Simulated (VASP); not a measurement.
# Ru in VASP: notebook

Runs on Ru. Level: PBE. Tasks: single point.

Program: VASP 6.6.1. These are calculated values, not measurements. Logs are shortened: lines on timing, memory, paths and dates and some standing lists are left out, and cuts for length are marked.

## (1) The cell of the first run

The structure is hexagonal, space group P6_3/mmc (No. 194). The conventional cell has a = 2.706 Å, b = 2.706 Å, c = 4.282 Å, α = 90.00°, β = 90.00°, γ = 120.00°. Within 3.5 Å of Ru (site symmetry -6m2) lie 12 Ru at 2.65 to 2.71 Å.

## (2) Single point, PBE

Input file INCAR:

```
ALGO = Normal
EDIFF = 1E-6
ENCUT = 500
GGA = PE
GGA_COMPAT = F
ISIF = 2
ISMEAR = -1
LASPH = T
LCHARG = T
LELF = T
LREAL = F
LVHAR = T
LWAVE = F
NBANDS = 21
NELM = 120
PREC = Accurate
SIGMA = 0.1
```

Input file KPOINTS:

```
k-points
0
Gamma
  15 15 8
```

Input file POSCAR:

```
Ru
1.0
    2.7058000000      0.0000000000      0.0000000000
   -1.3529000000      2.3432915400      0.0000000000
    0.0000000000      0.0000000000      4.2819000000
Ru
2
Direct
    0.3333333333      0.6666666667      0.2500000000
    0.6666666667      0.3333333333      0.7500000000
```

Potentials or basis: VASP PAW PBE potentials, release 64 (Ru_pv).

The run is started by

```console
$ cat potpaw_PBE.64/Ru_pv/POTCAR > POTCAR
$ mpirun -np 1 vasp_std > vasp.out
```

OUTCAR:

```text
EDIFF = 1E-6
   ENCUT = 500
   GGA = PE
   ISIF = 2
   ISMEAR = -1
   LASPH = T
   LREAL = F
   NELM = 120
   PREC = Accurate

 ion  position               nearest neighbor table
   1  0.333  0.667  0.250-   2 2.65   2 2.65   2 2.65   2 2.65   2 2.65   2 2.65
   2  0.667  0.333  0.750-   1 2.65   1 2.65   1 2.65   1 2.65   1 2.65   1 2.65

  LATTYP: Found a hexagonal cell.
 ALAT       =     2.7058000000
 C/A-ratio  =     1.5824894671

  Lattice vectors:

 A1 = (   2.7058000000,   0.0000000000,   0.0000000000)
 A2 = (  -1.3529000000,   2.3432915400,   0.0000000000)
 A3 = (   0.0000000000,   0.0000000000,   4.2819000000)

Analysis of symmetry for initial positions (statically):
=====================================================================
 Subroutine PRICEL returns:
 Original cell was already a primitive cell.

 Routine SETGRP: Setting up the symmetry group for a
 hexagonal supercell.

 Subroutine GETGRP returns: Found 24 space group operations
 (whereof 12 operations were pure point group operations)
 out of a pool of 24 trial point group operations.

The static configuration has the point symmetry D_3d.
 The point group associated with its full space group is D_6h.

Analysis of symmetry for dynamics (positions and initial velocities):
=====================================================================
 Subroutine PRICEL returns:
 Original cell was already a primitive cell.

 Routine SETGRP: Setting up the symmetry group for a
 hexagonal supercell.

 Subroutine GETGRP returns: Found 24 space group operations
 (whereof 12 operations were pure point group operations)
 out of a pool of 24 trial point group operations.

The dynamic configuration has the point symmetry D_3d.
 The point group associated with its full space group is D_6h.

 Subroutine INISYM returns: Found 24 space group operations
 (whereof 12 operations are pure point group operations),
 and found     1 'primitive' translations

----------------------------------------------------------------------------------------

                                     Primitive cell

  volume of cell :      27.1493

  direct lattice vectors                    reciprocal lattice vectors
     2.705800000  0.000000000  0.000000000     0.369576465  0.213375072  0.000000000
    -1.352900000  2.343291540  0.000000000     0.000000000  0.426750143  0.000000000
     0.000000000  0.000000000  4.281900000     0.000000000  0.000000000  0.233541185

[... 79 lines left out ...]
   LSORBIT =      F    spin-orbit coupling
   LASPH  =      T    aspherical Exc in radial PAW
   ENCUT  =  500.0 eV  36.75 Ry    6.06 a.u.   4.93  4.93  7.81*2*pi/ulx,y,z
   NELM   =    120;   NELMIN=  2; NELMDL= -5     # of ELM steps
   EDIFF  = 0.1E-05   stopping-criterion for ELM
   LREAL  =      F    real-space projection
   EDIFFG = 0.1E-04   stopping-criterion for IOM
   NSW    =      0    number of steps for IOM
   IBRION =     -1    ionic relax: 0-MD 1-quasi-New 2-CG
   NFREE  =      0    steps in history (QN), initial steepest desc. (CG)
   ISIF   =      2    stress and relaxation
   ISYM   =      2    0-nonsym 1-usesym 2-fastsym
   POTIM  = 0.5000    time-step for ionic-motion
   TEBEG  =    0.0;   TEEND  =   0.0 temperature during run
   PSTRESS=    0.0 pullay stress
   NELECT =      28.0000    total number of electrons
   NUPDOWN=      -1.0000    fix difference up-down
   EMIN   =  10.00;   EMAX   =-10.00  energy-range for DOS
   EFERMI =   0.00;   METHOD = LEGACY
   ISMEAR =    -1;   SIGMA  =   0.10  broadening in eV -4-tet -1-fermi 0-gaus
   EFERMI_NEDOS =   21; number of points for ismear=-14 and -15
   IALGO  =     38    algorithm
   IMIX   =      4    mixing-type and parameters
     AMIX     =   0.40;   BMIX     =  1.00
     AMIX_MAG =   1.60;   BMIX_MAG =  1.00
  volume/ion in A,a.u.               =      13.57        91.61
  Fermi-wavevector in a.u.,A,eV,Ry     =   1.654022  3.125649 37.222674  2.735789
  Thomas-Fermi vector in A             =   2.742361
   LORBIT       =      0    0 simple, 1 ext, 2 COOP (PROOUT), +10 PAW based schemes
   GGA     = PE    functional components
   LHFCALC =     F    Hartree Fock is set to
   AEXX    =    0.0000 exact exchange contribution
   IVDW    =     0    specifies the selected vdW correction
   LEPSILON=     F    determine dielectric tensor
   LRPA    =     F    only Hartree local field effects (RPA)
 non-spin polarized calculation
  energy-cutoff  :      500.00
  volume of cell :       27.15
 maximum number of plane-waves:       708
 NGX is ok and might be reduce to    20
   NGX =  9   NGY =  9   NGZ = 15

 number of electron      28.0000008 magnetization

 Free energy of the ion-electron system (eV)
  ---------------------------------------------------
  ext. energy  EPLUGINS =         0.00000000
  ---------------------------------------------------
  free energy    TOTEN  =       -18.49348673 eV

  energy without entropy =      -18.44151792  energy(sigma->0) =      -18.46750232

 E-fermi :  12.8546     XC(G=0): -14.1206

 val. band max:       12.8288499608   @ k =   0.0000   0.0000   0.3750
 cond. band min:      12.8711692603   @ k =   0.2667   0.0000   0.2500
 fundamental gap:      0.0423192994
 Fermi energy:        12.8546477156

 k-point     1 :       0.0000    0.0000    0.0000
  band No.  band energies     occupation
      1     -30.8041      2.00000
      2     -29.8703      2.00000
      3     -29.8703      2.00000
      4     -29.7001      2.00000
      5     -29.7001      2.00000
      6     -29.6600      2.00000
[... 565 lines left out ...]
     20      23.2665      0.00000
     21      23.2691      0.00000

 [... further k-points ...]

------------------------ aborting loop because EDIFF is reached ----------------------------------------

  FORCE on cell =-STRESS in cart. coord.  units (eV):
  Direction    XX          YY          ZZ          XY          YZ          ZX
  --------------------------------------------------------------------------------------
  -------------------------------------------------------------------------------------
  Total        0.8238975      0.8238975      0.6799676      0.0000000      0.0000000      0.0000000
  in kB       48.6211530     48.6211532     40.1273308      0.0000000      0.0000000      0.0000000
  external PRESSURE =      45.7898790 kB  Pullay stress =       0.0000000 kB

 VOLUME and BASIS-vectors are now :
 -----------------------------------------------------------------------------
  energy-cutoff  :      500.00
  volume of cell :       27.15
      direct lattice vectors                 reciprocal lattice vectors
     2.705800000  0.000000000  0.000000000     0.369576465  0.213375072  0.000000000
    -1.352900000  2.343291540  0.000000000     0.000000000  0.426750143  0.000000000
     0.000000000  0.000000000  4.281900000     0.000000000  0.000000000  0.233541185

 POSITION                                       TOTAL-FORCE (eV/Angst)
 -----------------------------------------------------------------------------------
     -0.00000      1.56219      1.07048        -0.000000      0.000000      0.000000
      1.35290      0.78110      3.21143         0.000000     -0.000000      0.000000
 -----------------------------------------------------------------------------------
    total drift:                               -0.000000      0.000000     -0.000000

  FREE ENERGIE OF THE ION-ELECTRON SYSTEM (eV)
  ---------------------------------------------------
  free  energy   TOTEN  =       -18.4934867333 eV

  energy  without entropy=      -18.4415179167  energy(sigma->0) =      -18.46750232
```

OSZICAR:

```text
N       E                     dE             d eps       ncg     rms          rms(c)
DAV:   1     0.281071782919E+03    0.28107E+03   -0.17200E+04  5694   0.144E+03
DAV:   2    -0.141526087218E+02   -0.29522E+03   -0.28624E+03  5818   0.438E+02
DAV:   3    -0.197920098469E+02   -0.56394E+01   -0.56079E+01  6670   0.679E+01
DAV:   4    -0.198338599113E+02   -0.41850E-01   -0.41799E-01  7081   0.559E+00
DAV:   5    -0.198343455620E+02   -0.48565E-03   -0.48141E-03  6540   0.540E-01    0.178E+01
DAV:   6    -0.185758890305E+02    0.12585E+01   -0.28374E+00  6470   0.165E+01    0.482E+00
DAV:   7    -0.185011169333E+02    0.74772E-01   -0.44280E-01  6540   0.491E+00    0.104E+00
DAV:   8    -0.184938994662E+02    0.72175E-02   -0.17719E-02  6170   0.110E+00    0.352E-01
DAV:   9    -0.184934807782E+02    0.41869E-03   -0.81569E-04  6533   0.304E-01    0.338E-02
DAV:  10    -0.184934901361E+02   -0.93579E-05   -0.62228E-05  6388   0.808E-02    0.203E-02
DAV:  11    -0.184934868721E+02    0.32640E-05   -0.10461E-05  6390   0.308E-02    0.141E-03
DAV:  12    -0.184934867333E+02    0.13880E-06   -0.74029E-08  3610   0.282E-03
   1 F= -.18493487E+02 E0= -.18467502E+02  d E =-.519688E-01
```

Wall time 53 s (1 thread of Oxide Virtual Turin-like, shared host); peak memory 0.14 GiB.

What came out:

```yaml
Free_energy: -18.4935 eV
Pressure: 4.6 GPa
Band_gap_on_the_k_mesh: zero (bands 14 and 15 overlap by 3.09 eV)
```

Stress tensor (GPa, compression positive):
```
4.86 0.00 0.00
0.00 4.86 0.00
0.00 0.00 4.01
```

Levels at points of the mesh, in eV from the Fermi level:
```tsv
k point	band 10	band 11	band 12	band 13	band 14	band 15	band 16	band 17	band 18	band 19
(0.00, 0.00, 0.00)	-2.61	-2.43	-1.92	-1.92	-1.40	-1.40	1.17	1.17	1.28	10.28
(0.00, 0.00, 0.50)	-2.77	-2.77	-2.77	-2.72	-2.72	0.53	0.53	0.53	0.53	10.41
```

Caveat: the cell stands under pressure.

## (3) Single point, PBE

Input file INCAR:

```
PREC = Accurate
ENCUT = 500
EDIFF = 1E-6
ISMEAR = -1
SIGMA = 0.1
LREAL = False
LASPH = True
NELM = 120
ALGO = Normal
ISIF = 2
LWAVE = False
LCHARG = False
GGA = PE
NBANDS = 21
GGA_COMPAT = False
```

Input file KPOINTS:

```
regular mesh
0
Gamma
  15 15 8
```

Input file POSCAR:

```
Ru
1.0
    2.7058000000     -0.0135290000     -0.0135290000
   -1.3646164577      2.3500560400     -0.0049519577
   -0.0214095000     -0.0214095000      4.2819000000
Ru
2
Direct
    0.3333333333      0.6666666667      0.2500000000
    0.6666666667      0.3333333333      0.7500000000
```

Potentials or basis: VASP PAW PBE potentials, release 64 (Ru_pv).

The run is started by

```console
$ cat potpaw_PBE.64/Ru_pv/POTCAR > POTCAR
$ mpirun -np 1 vasp_std > vasp.out
```

It took 6.1 min on 1 thread of Oxide Virtual Turin-like, shared host; peak memory 0.42 GiB.

It converged, with:

```yaml
Free_energy: -18.4883 eV
Pressure: 4.7 GPa
Largest_force: 0.036 eV/Å
Band_gap_on_the_k_mesh: zero (bands 14 and 15 overlap by 3.16 eV)
```

Forces in eV/Å, atoms in the order of the input:
```
Ru   0.036  0.000  0.004
Ru  -0.036  0.000 -0.004
```

Stress tensor (GPa, compression positive):
```
4.93 2.10 1.96
2.10 4.96 1.96
1.96 1.96 4.13
```

Levels at points of the mesh, in eV from the Fermi level:
| k point | band 11 | band 12 | band 13 | band 14 | band 15 | band 16 | band 17 | band 18 |
| --- | --- | --- | --- | --- | --- | --- | --- | --- |
| (0.00, 0.00, 0.00) | -2.44 | -2.01 | -1.84 | -1.42 | -1.37 | 1.15 | 1.19 | 1.28 |
| (0.00, 0.00, 0.50) | -2.76 | -2.76 | -2.65 | -2.64 | 0.44 | 0.47 | 0.60 | 0.63 |

Caveat: the cell stands under pressure.

## (4) Single point, PBE

INCAR is that of step 3.

Input file KPOINTS:

```
Automatic mesh
0
Gamma
  15 15 8
```

Input file POSCAR:

```
Ru
1.0
    2.7058000000     -0.0090193333     -0.0090193333
   -1.3607109718      2.3478012067     -0.0033013051
   -0.0142730000     -0.0142730000      4.2819000000
Ru
2
Direct
    0.3333333333      0.6666666667      0.2500000000
    0.6666666667      0.3333333333      0.7500000000
```

The run is started by

```console
$ cat potpaw_PBE.64/Ru_pv/POTCAR > POTCAR
$ mpirun -np 1 vasp_std > vasp.out
```

Wall time 5.4 min (1 thread of Oxide Virtual Turin-like, shared host); peak memory 0.41 GiB.

The run converged. Its results:

```yaml
Free_energy: -18.4912 eV
Pressure: 4.6 GPa
Largest_force: 0.023 eV/Å
Band_gap_on_the_k_mesh: zero (bands 14 and 15 overlap by 3.14 eV)
```

Forces on the atoms (eV/Å):
```
Ru   0.023  0.000  0.002
Ru  -0.023  0.000 -0.002
```

Stress tensor (GPa, compression positive):
```
4.89 1.40 1.30
1.40 4.91 1.30
1.30 1.30 4.07
```

Levels at points of the mesh, in eV from the Fermi level:
| k point | band 10 | band 11 | band 12 | band 13 | band 14 | band 15 | band 16 | band 17 | band 18 | band 19 |
| --- | --- | --- | --- | --- | --- | --- | --- | --- | --- | --- |
| (0.00, 0.00, 0.00) | -2.54 | -2.43 | -1.98 | -1.87 | -1.41 | -1.38 | 1.16 | 1.19 | 1.28 | 10.28 |
| (0.00, 0.00, 0.50) | -2.82 | -2.76 | -2.76 | -2.69 | -2.68 | 0.47 | 0.49 | 0.58 | 0.60 | 10.41 |

Caveat: the cell stands under pressure.

## (5) Summary

| cell | gap on the mesh (eV) | pressure (GPa) | largest force (eV/Å) |
| --- | --- | --- | --- |
| a = 2.706, b = 2.706, c = 4.282 Å, angles 90.0, 90.0, 120.0°, 2 atoms | none | 4.6 | - |
| a = 2.706, b = 2.718, c = 4.282 Å, angles 90.2, 90.6, 120.4°, 2 atoms | none | 4.7 | 0.04 |
| a = 2.706, b = 2.714, c = 4.282 Å, angles 90.1, 90.4, 120.3°, 2 atoms | none | 4.6 | 0.02 |

Alike in all rows: task single point; level PBE; potentials or basis VASP PAW PBE potentials, release 64 (Ru_pv); no spin polarisation; k mesh 15 × 15 × 8; cutoff (eV) 500; smearing fermi-dirac 0.1 eV.

Caveats: the cell stands under pressure.

Total energies depend on the potentials used, so only differences within one code and one set of settings carry meaning.

The gap in the log of VASP goes by the Fermi energy; the results here count the filled bands.